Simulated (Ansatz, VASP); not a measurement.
# Co in VASP and in Ansatz

Contents of INCAR:

```
SYSTEM = Co
  ALGO = Normal
  EDIFF = 1E-6
  ENCUT = 600
  GGA_COMPAT = .FALSE.
  ISIF = 2
  ISMEAR = -1
  ISPIN = 2
  LASPH = .TRUE.
  LCHARG = .FALSE.
  LMAXMIX = 4
  LORBIT = 11
  LREAL = .FALSE.
  LWAVE = .FALSE.
  MAGMOM = 1.8 1.8 1.8 1.8 1.8 1.8
  NBANDS = 40
  NELM = 200
  PREC = Accurate
  SIGMA = 0.15
```

Contents of KPOINTS:

```
k-points
0
G
  6 6 6
  0 0 0
```

Contents of POSCAR:

```
Co
1.0
    0.0000000000      3.1738886696      3.1738886696
    3.1738886696      0.0000000000      3.1738886696
    3.1738886696      3.1738886696      0.0000000000
Co
6
Direct
    0.2500000000      0.2500000000      0.2500000000
    0.0000000000      0.0000000000      0.0000000000
    0.6250000000      0.6250000000      0.1250000000
    0.6250000000      0.1250000000      0.6250000000
    0.1250000000      0.6250000000      0.6250000000
    0.6250000000      0.6250000000      0.6250000000
```

Input for Ansatz:

```yaml
crystal:
  lattice:
    - [0.0, 3.1738886696051094, 3.1738886696051094]
    - [3.1738886696051094, 0.0, 3.1738886696051094]
    - [3.1738886696051094, 3.1738886696051094, 0.0]
  atoms:
    - { symbol: Co, position: [0.25, 0.25, 0.25], spin: 1.8 }
    - { symbol: Co, position: [0.0, 0.0, 0.0], spin: 1.8 }
    - { symbol: Co, position: [0.625, 0.625, 0.125], spin: 1.8 }
    - { symbol: Co, position: [0.625, 0.125, 0.625], spin: 1.8 }
    - { symbol: Co, position: [0.125, 0.625, 0.625], spin: 1.8 }
    - { symbol: Co, position: [0.625, 0.625, 0.625], spin: 1.8 }
basis:
  ecutwfc: 435.382179935808
kpoints:
  mp_grid:
    grid: [6, 6, 6]
hamiltonian:
  xc: lda
magnetization:
  spin_polarized: true
scf:
  convergence:
    dr2_threshold: 1.0e-09
  occupations:
    method: fermi_dirac
    width: 0.15
output:
  stress: true
```

Alike in both runs: task single point; functional LDA; k mesh 6 × 6 × 6; occupations fermi-dirac, width 0.15 eV; collinear spin.

```csv
,VASP,Ansatz
version,VASP 6.6.1,Ansatz 0.2.0
potentials or method,"VASP PAW LDA potentials, release 64 (Co), cutoff 600 eV","plane waves, PAW"
valence electrons in the cell,54,102
```

```csv
,VASP,Ansatz,Ansatz less VASP
pressure (GPa),-4.4,-3.0,+1.41
net moment per atom (μB),1.45,1.50,+0.048
size of the moment on the site where the two differ most (μB),1.35,1.45,+0.100
```

LDA's correlation is that of Perdew and Zunger in VASP and of Perdew and Wang (1992) in Ansatz. Site moments also hang on the region over which each program counts them. VASP's potentials hold 54 valence electrons a cell and Ansatz's 102, so a difference there can come from the potentials and not from the codes. Ansatz's warnings: stress scf threshold loose.
